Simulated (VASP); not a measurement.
Runs of VASP 6.6.1 on CuI. The structure is that of space group F-43m (No. 216), or close to it. The cells are those of the table. 

```csv
task,level,cell,cutoff (eV),gap on the mesh (eV),pressure (GPa)
single point,PBE,"a = 4.323 Å, angles 60.0°, 2 atoms",600,1.08,-0.5
single point,PBE,"a = 4.299 Å, angles 60.0°, 2 atoms",600,1.12,0.0
single point,r2SCAN,"a = 4.288 Å, angles 60.0°, 2 atoms",660,(c),-0.9
electric field gradients,r2SCAN,"a = 4.259 Å, angles 60.0°, 2 atoms",520,1.67,0.0
single point,PBE,"a = 4.331 Å, angles 60.0°, 2 atoms",600,1.07,-0.4
single point,r2SCAN,"a = 4.259 Å, angles 60.0°, 2 atoms",660,1.67,(b)
single point,r2SCAN,"a = 4.299 Å, angles 60.0°, 2 atoms",520,(a),-1.2
```

Alike in all rows: potentials or basis VASP PAW PBE potentials, release 64 (Cu, I); no spin polarisation.

Task: Estimate the missing entries.

Result: (a) 1.59; (b) -0.1; (c) 1.61.

Caveats: spin-orbit coupling is left out, which moves the levels of the heavy elements; the PAW data sets were made with another functional, which shifts forces and pressure a little (at least some runs).

A k mesh can miss the band edges, and the runs leave out spin-orbit coupling on I.
